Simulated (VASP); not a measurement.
# SiO2 (P6_322) in VASP: a series of runs

SiO2 is run at these levels: LDA; tasks: single point.

All numbers are computed with VASP 6.6.1; they aren't measurements. Logs are shortened: lines on timing, memory, paths and dates and some standing lists are left out, and cuts for length are marked.

## 1. The cell of the first run

Symmetry: P6_322, No. 182, hexagonal system. Conventional cell: a = 4.633 Å, b = 4.633 Å, c = 8.474 Å, α = 90.00°, β = 90.00°, γ = 120.00°. Within 2.1 Å of Si (site symmetry 3) lie 4 O at 1.58 to 1.60 Å. O (site symmetry 2) has 2 Si at 1.60 Å within 2.1 Å. O (site symmetry 32) has 2 Si at 1.58 Å within 2.1 Å.

## 2. Single point, LDA

File INCAR:

```
ALGO = Normal
EDIFF = 1E-6
ENCUT = 520
GGA = CA
ISIF = 2
ISMEAR = 0
LASPH = True
LCHARG = False
LREAL = False
LWAVE = False
NBANDS = 44
NELM = 60
PREC = Accurate
SIGMA = 0.02
```

File KPOINTS:

```
k-points
0
Gamma
  6 6 4
```

File POSCAR:

```
SiO2
1.0
    4.6332940964      0.0000000000      0.0000000000
   -2.3166470482      4.0125503907      0.0000000000
    0.0000000000      0.0000000000      8.4740819003
Si O
4 8
Direct
    0.6666666667      0.3333333333      0.9360848936
    0.6666666667      0.3333333333      0.5639151064
    0.3333333333      0.6666666667      0.0639151064
    0.3333333333      0.6666666667      0.4360848936
    0.0000000000      0.3512223748      0.0000000000
    0.3512223748      0.3512223748      0.5000000000
    0.6487776252      0.0000000000      0.5000000000
    0.6487776252      0.6487776252      0.0000000000
    0.0000000000      0.6487776252      0.5000000000
    0.6666666667      0.3333333333      0.7500000000
    0.3333333333      0.6666666667      0.2500000000
    0.3512223748      0.0000000000      0.0000000000
```

Potentials or basis: VASP PAW LDA potentials, release 64 (Si, O).

The run is started by

```bash
$ cat potpaw_LDA.64/Si/POTCAR potpaw_LDA.64/O/POTCAR > POTCAR
$ mpirun -np 1 vasp_std > vasp.out
```

OUTCAR:

```text
EDIFF = 1E-6
   ENCUT = 520
   GGA = CA
   ISIF = 2
   ISMEAR = 0
   LASPH = True
   LREAL = False
   NELM = 60
   PREC = Accurate

 ion  position               nearest neighbor table
   1  0.667  0.333  0.936-  10 1.58   5 1.60  12 1.60   8 1.60   3 2.89   3 2.89   3 2.89
   2  0.667  0.333  0.564-  10 1.58   7 1.60   9 1.60   6 1.60   4 2.89   4 2.89   4 2.89
   3  0.333  0.667  0.064-  11 1.58  12 1.60   5 1.60   8 1.60   1 2.89   1 2.89   1 2.89
   4  0.333  0.667  0.436-  11 1.58   9 1.60   7 1.60   6 1.60   2 2.89   2 2.89   2 2.89
   5  0.000  0.351  0.000-   1 1.60   3 1.60
   6  0.351  0.351  0.500-   2 1.60   4 1.60
   7  0.649  0.000  0.500-   2 1.60   4 1.60
   8  0.649  0.649  0.000-   3 1.60   1 1.60
   9  0.000  0.649  0.500-   4 1.60   2 1.60
  10  0.667  0.333  0.750-   1 1.58   2 1.58
  11  0.333  0.667  0.250-   3 1.58   4 1.58
  12  0.351  0.000  0.000-   3 1.60   1 1.60

  LATTYP: Found a hexagonal cell.
 ALAT       =     4.6332940964
 C/A-ratio  =     1.8289540280

  Lattice vectors:

 A1 = (   4.6332940964,   0.0000000000,   0.0000000000)
 A2 = (  -2.3166470482,   4.0125503907,   0.0000000000)
 A3 = (   0.0000000000,   0.0000000000,   8.4740819003)

Analysis of symmetry for initial positions (statically):
=====================================================================
 Subroutine PRICEL returns:
 Original cell was already a primitive cell.

 Routine SETGRP: Setting up the symmetry group for a
 hexagonal supercell.

 Subroutine GETGRP returns: Found 12 space group operations
 (whereof  6 operations were pure point group operations)
 out of a pool of 24 trial point group operations.

The static configuration has the point symmetry D_3 .
 The point group associated with its full space group is D_6 .

Analysis of symmetry for dynamics (positions and initial velocities):
=====================================================================
 Subroutine PRICEL returns:
 Original cell was already a primitive cell.

 Routine SETGRP: Setting up the symmetry group for a
 hexagonal supercell.

 Subroutine GETGRP returns: Found 12 space group operations
 (whereof  6 operations were pure point group operations)
 out of a pool of 24 trial point group operations.

The dynamic configuration has the point symmetry D_3 .
 The point group associated with its full space group is D_6 .

 Subroutine INISYM returns: Found 12 space group operations
 (whereof  6 operations are pure point group operations),
 and found     1 'primitive' translations

----------------------------------------------------------------------------------------

                                     Primitive cell

  volume of cell :     157.5444

  direct lattice vectors                    reciprocal lattice vectors
     4.633294096  0.000000000  0.000000000     0.215829166  0.124609027  0.000000000
    -2.316647048  4.012550391  0.000000000     0.000000000  0.249218054  0.000000000
     0.000000000  0.000000000  8.474081900     0.000000000  0.000000000  0.118006884

  length of vectors
     4.633294096  4.633294096  8.474081900     0.249218054  0.249218054  0.118006884

  position of ions in fractional coordinates (direct lattice)
     0.666666667  0.333333333  0.936084894
     0.666666667  0.333333333  0.563915106
     0.333333333  0.666666667  0.063915106
     0.333333333  0.666666667  0.436084894
     0.000000000  0.351222375  0.000000000
     0.351222375  0.351222375  0.500000000
     0.648777625  0.000000000  0.500000000
     0.648777625  0.648777625  0.000000000
     0.000000000  0.648777625  0.500000000
     0.666666667  0.333333333  0.750000000
     0.333333333  0.666666667  0.250000000
     0.351222375  0.000000000  0.000000000

  ion indices of the primitive-cell ions
   primitive index   ion index
                 1           1
                 2           2
                 3           3
                 4           4
                 5           5
                 6           6
                 7           7
                 8           8
                 9           9
                10          10
                11          11
                12          12

----------------------------------------------------------------------------------------

 KPOINTS: k-points

Automatic generation of k-mesh.
 Grid dimensions read from file:
 generate k-points for:    6    6    4

 Generating k-lattice:

  Cartesian coordinates                     Fractional coordinates (reciprocal lattice)
     0.035971528  0.020768171  0.000000000     0.166666667  0.000000000  0.000000000
     0.000000000  0.041536342  0.000000000     0.000000000  0.166666667  0.000000000
     0.000000000  0.000000000  0.029501721     0.000000000  0.000000000  0.250000000

  Length of vectors
     0.041536342  0.041536342  0.029501721

  Shift w.r.t. Gamma in fractional coordinates (k-lattice)
     0.000000000  0.000000000  0.000000000

 Subroutine IBZKPT returns following result:
 ===========================================

 Found     21 irreducible k-points:

 Following reciprocal coordinates:
            Coordinates               Weight
  0.000000  0.000000  0.000000      1.000000
  0.166667  0.000000  0.000000      6.000000
  0.333333  0.000000  0.000000      6.000000
  0.500000  0.000000  0.000000      3.000000
  0.166667  0.166667  0.000000      6.000000
  0.333333  0.166667  0.000000     12.000000
[... 13 lines left out ...]
  0.333333  0.166667  0.500000     12.000000
  0.333333  0.333333  0.500000      2.000000
   k-points           NKPTS =     21   k-points in BZ     NKDIM =     21   number of bands    NBANDS=     44
   number of dos      NEDOS =    301   number of ions     NIONS =     12
   total plane-waves  NPLWV =  82944
   dimension x,y,z NGX =    36 NGY =   36 NGZ =   64
   dimension x,y,z NGXF=    72 NGYF=   72 NGZF=  128
   ions per type =               4   8
   NGX,Y,Z   is equivalent  to a cutoff of  12.92, 12.92, 12.56 a.u.
   NGXF,Y,Z  is equivalent  to a cutoff of  25.83, 25.83, 25.11 a.u.
 SYSTEM =  unknown system
   PREC   = accura    normal or accurate (medium, high low for compatibility)
   ISTART =      0    job   : 0-new  1-cont  2-samecut
   ICHARG =      2    charge: 1-file 2-atom 10-const
   ISPIN  =      1    spin polarized calculation?
   LNONCOLLINEAR =      F non collinear calculations
   LSORBIT =      F    spin-orbit coupling
   LASPH  =      T    aspherical Exc in radial PAW
   ENCUT  =  520.0 eV  38.22 Ry    6.18 a.u.   8.61  8.61 15.76*2*pi/ulx,y,z
   NELM   =     60;   NELMIN=  2; NELMDL= -5     # of ELM steps
   EDIFF  = 0.1E-05   stopping-criterion for ELM
   LREAL  =      F    real-space projection
   EDIFFG = 0.1E-04   stopping-criterion for IOM
   NSW    =      0    number of steps for IOM
   IBRION =     -1    ionic relax: 0-MD 1-quasi-New 2-CG
   NFREE  =      0    steps in history (QN), initial steepest desc. (CG)
   ISIF   =      2    stress and relaxation
   ISYM   =      2    0-nonsym 1-usesym 2-fastsym
   POTIM  = 0.5000    time-step for ionic-motion
   TEBEG  =    0.0;   TEEND  =   0.0 temperature during run
   PSTRESS=    0.0 pullay stress
   NELECT =      64.0000    total number of electrons
   NUPDOWN=      -1.0000    fix difference up-down
   EMIN   =  10.00;   EMAX   =-10.00  energy-range for DOS
   EFERMI =   0.00;   METHOD = LEGACY
   ISMEAR =     0;   SIGMA  =   0.02  broadening in eV -4-tet -1-fermi 0-gaus
   EFERMI_NEDOS =   21; number of points for ismear=-14 and -15
   IALGO  =     38    algorithm
   IMIX   =      4    mixing-type and parameters
     AMIX     =   0.40;   BMIX     =  1.00
     AMIX_MAG =   1.60;   BMIX_MAG =  1.00
  volume/ion in A,a.u.               =      13.13        88.60
  Fermi-wavevector in a.u.,A,eV,Ry     =   1.212459  2.291216 20.001345  1.470057
  Thomas-Fermi vector in A             =   2.347943
   LORBIT       =      0    0 simple, 1 ext, 2 COOP (PROOUT), +10 PAW based schemes
   GGA     = CA    functional components
   LHFCALC =     F    Hartree Fock is set to
   AEXX    =    0.0000 exact exchange contribution
   IVDW    =     0    specifies the selected vdW correction
   LEPSILON=     F    determine dielectric tensor
   LRPA    =     F    only Hartree local field effects (RPA)
 non-spin polarized calculation
 Gauss-broadening in eV      SIGMA  =   0.02
  energy-cutoff  :      520.00
  volume of cell :      157.54
 maximum number of plane-waves:      4272
 NGX is ok and might be reduce to    36
   NGX = 17   NGY = 17   NGZ = 31

 number of electron      63.9999974 magnetization

 Free energy of the ion-electron system (eV)
  ---------------------------------------------------
  ext. energy  EPLUGINS =         0.00000000
  ---------------------------------------------------
  free energy    TOTEN  =      -103.07384988 eV

  energy without entropy =     -103.07384988  energy(sigma->0) =     -103.07384988

 E-fermi :   0.7822     XC(G=0):  -9.3712

 val. band max:        0.6656447379   @ k =   0.0000   0.0000   0.2500
 cond. band min:       6.2250845493   @ k =   0.0000   0.0000   0.0000
 fundamental gap:      5.5594398115
 Fermi energy:         0.7821824499

 k-point     1 :       0.0000    0.0000    0.0000
  band No.  band energies     occupation
      1     -19.0350      2.00000
      2     -18.6311      2.00000
      3     -17.3720      2.00000
      4     -16.6888      2.00000
      5     -16.5262      2.00000
      6     -16.5262      2.00000
[... 36 lines left out ...]
     43      12.9881      0.00000
     44      13.0187      0.00000

 k-point     2 :       0.1667    0.0000    0.0000
  band No.  band energies     occupation
      1     -18.9332      2.00000
      2     -18.5186      2.00000
      3     -17.4496      2.00000
      4     -16.6949      2.00000
      5     -16.6686      2.00000
      6     -16.5735      2.00000
[... 36 lines left out ...]
     43      12.2253      0.00000
     44      12.5212      0.00000

 k-point     3 :       0.3333    0.0000    0.0000
  band No.  band energies     occupation
      1     -18.6616      2.00000
      2     -18.2123      2.00000
      3     -17.6897      2.00000
      4     -17.0529      2.00000
      5     -16.7226      2.00000
      6     -16.6449      2.00000
[... 36 lines left out ...]
     43      11.8684      0.00000
     44      12.3544      0.00000

 k-point     4 :       0.5000    0.0000    0.0000
  band No.  band energies     occupation
      1     -18.4260      2.00000
      2     -17.9318      2.00000
      3     -17.9180      2.00000
      4     -17.3733      2.00000
      5     -16.7501      2.00000
      6     -16.6616      2.00000
[... 741 lines left out ...]
     43      11.7478      0.00000
     44      11.7478      0.00000

 k-point    20 :       0.3333    0.1667    0.5000
  band No.  band energies     occupation
      1     -18.2959      2.00000
      2     -18.2959      2.00000
      3     -17.5077      2.00000
      4     -17.5077      2.00000
      5     -16.7231      2.00000
      6     -16.7231      2.00000
[... 36 lines left out ...]
     43      11.5429      0.00000
     44      11.5429      0.00000

 k-point    21 :       0.3333    0.3333    0.5000
  band No.  band energies     occupation
      1     -18.1534      2.00000
      2     -18.1534      2.00000
      3     -17.6296      2.00000
      4     -17.6296      2.00000
      5     -16.7626      2.00000
      6     -16.7626      2.00000
[... 36 lines left out ...]
     43      11.2305      0.00000
     44      11.2305      0.00000

------------------------ aborting loop because EDIFF is reached ----------------------------------------

  FORCE on cell =-STRESS in cart. coord.  units (eV):
  Direction    XX          YY          ZZ          XY          YZ          ZX
  --------------------------------------------------------------------------------------
  -------------------------------------------------------------------------------------
  Total        8.6253329      8.6253329      8.5313445      0.0000000      0.0000000      0.0000000
  in kB       87.7169297     87.7169297     86.7610971      0.0000000      0.0000000      0.0000000
  external PRESSURE =      87.3983188 kB  Pullay stress =       0.0000000 kB

 VOLUME and BASIS-vectors are now :
 -----------------------------------------------------------------------------
  energy-cutoff  :      520.00
  volume of cell :      157.54
      direct lattice vectors                 reciprocal lattice vectors
     4.633294096  0.000000000  0.000000000     0.215829166  0.124609027  0.000000000
    -2.316647048  4.012550391  0.000000000     0.000000000  0.249218054  0.000000000
     0.000000000  0.000000000  8.474081900     0.000000000  0.000000000  0.118006884

 POSITION                                       TOTAL-FORCE (eV/Angst)
 -----------------------------------------------------------------------------------
      2.31665      1.33752      7.93246        -0.000000     -0.000000     -0.042433
      2.31665      1.33752      4.77866        -0.000000     -0.000000      0.042433
     -0.00000      2.67503      0.54162         0.000000     -0.000000      0.042433
     -0.00000      2.67503      3.69542         0.000000      0.000000     -0.042433
     -0.81366      1.40930      0.00000         0.026279     -0.045517     -0.000000
      0.81366      1.40930      4.23704        -0.026279     -0.045517     -0.000000
      3.00598      0.00000      4.23704         0.052558     -0.000000     -0.000000
      1.50299      2.60325      0.00000         0.026279      0.045517     -0.000000
     -1.50299      2.60325      4.23704        -0.026279      0.045517     -0.000000
      2.31665      1.33752      6.35556        -0.000000     -0.000000     -0.000000
     -0.00000      2.67503      2.11852         0.000000     -0.000000     -0.000000
      1.62732      0.00000      0.00000        -0.052558      0.000000     -0.000000
 -----------------------------------------------------------------------------------
    total drift:                                0.000000     -0.000000      0.000000

  FREE ENERGIE OF THE ION-ELECTRON SYSTEM (eV)
  ---------------------------------------------------
  free  energy   TOTEN  =      -103.0738498848 eV

  energy  without entropy=     -103.0738498848  energy(sigma->0) =     -103.07384988
```

It took 54 s on 1 thread of Intel Xeon 6975P-C (Granite Rapids), shared host; peak memory 0.27 GiB.

What came out:

- Free energy: -103.0738 eV
- Pressure: 8.7 GPa
- Largest force: 0.053 eV/Å
- Band gap on the k mesh: 5.56 eV, indirect (least direct gap 5.71 eV)

Forces in eV/Å, atoms in the order of the input:
```
Si   0.000  0.000 -0.042
Si   0.000  0.000  0.042
Si   0.000  0.000  0.042
Si   0.000  0.000 -0.042
O    0.026 -0.046  0.000
O   -0.026 -0.046  0.000
O    0.053  0.000  0.000
O    0.026  0.046  0.000
O   -0.026  0.046  0.000
O    0.000  0.000  0.000
O    0.000  0.000  0.000
O   -0.053  0.000  0.000
```

A k mesh can miss the band edges. LDA gaps usually lie below the measured ones, often by a third to a half.

## 3. Single point, LDA

This run uses another cell than the first one, of 14.21 Å³/atom, 1.083 times its volume.

File INCAR:

```
SYSTEM = SiO2
PREC = Accurate ; ENCUT = 520
EDIFF = 1E-7 ; ISMEAR = 0
SIGMA = 0.02 ; LREAL = .False.
LASPH = .True. ; NELM = 100
ALGO = Normal ; ISIF = 2
LWAVE = .False. ; LCHARG = .False.
GGA = CA ; NBANDS = 44
```

File KPOINTS:

```
regular mesh
0
Gamma
  6 6 4
  0 0 0
```

File POSCAR:

```
SiO2
1.0
    4.8076924448      0.0000000000      0.0000000000
   -2.4038462224      4.1635837908      0.0000000000
    0.0000000000      0.0000000000      8.5215778932
Si O
4 8
Direct
    0.6666666667      0.3333333333      0.9364362504
    0.6666666667      0.3333333333      0.5635637496
    0.3333333333      0.6666666667      0.0635637496
    0.3333333333      0.6666666667      0.4364362504
    0.0000000000      0.3759885507      0.0000000000
    0.3759885507      0.3759885507      0.5000000000
    0.6240114493      0.0000000000      0.5000000000
    0.6240114493      0.6240114493      0.0000000000
    0.0000000000      0.6240114493      0.5000000000
    0.6666666667      0.3333333333      0.7500000000
    0.3333333333      0.6666666667      0.2500000000
    0.3759885507      0.0000000000      0.0000000000
```

Potentials or basis: VASP PAW LDA potentials, release 64 (Si, O).

The run is started by

```bash
$ cat potpaw_LDA.64/Si/POTCAR potpaw_LDA.64/O/POTCAR > POTCAR
$ mpirun -np 1 vasp_std > vasp.out
```

Run time: 67 s. Hardware: 1 thread of Intel Xeon 6975P-C (Granite Rapids), shared host; peak memory 0.27 GiB.

Results (log left out):

- Free energy: -103.5375 eV
- Pressure: 3.6 GPa
- Largest force: 0.040 eV/Å
- Band gap on the k mesh: 5.50 eV, indirect (least direct gap 5.62 eV)

Forces in eV/Å, atoms in the order of the input:
```
Si   0.000  0.000 -0.030
Si   0.000  0.000  0.030
Si   0.000  0.000  0.030
Si   0.000  0.000 -0.030
O    0.020 -0.035  0.000
O   -0.020 -0.035  0.000
O    0.040  0.000  0.000
O    0.020  0.035  0.000
O   -0.020  0.035  0.000
O    0.000  0.000  0.000
O    0.000  0.000  0.000
O   -0.040  0.000  0.000
```

Levels at points of the mesh, in eV from the valence-band top:
```tsv
k point	band 29	band 30	band 31	band 32	band 33	band 34	band 35	band 36
(0.00, 0.00, 0.00)	-0.72	-0.72	-0.12	-0.12	5.50	7.97	8.16	9.26
(0.50, 0.00, 0.00)	-0.95	-0.75	-0.68	-0.12	7.88	8.51	8.69	8.99
(0.00, 0.00, 0.50)	-0.68	-0.68	-0.12	-0.12	6.33	6.33	9.12	9.12
(0.50, 0.00, 0.50)	-0.76	-0.76	-0.45	-0.45	8.30	8.30	8.69	8.69
```

A k mesh can miss the band edges. A hybrid or GW would open this gap; LDA tends to underestimate it.
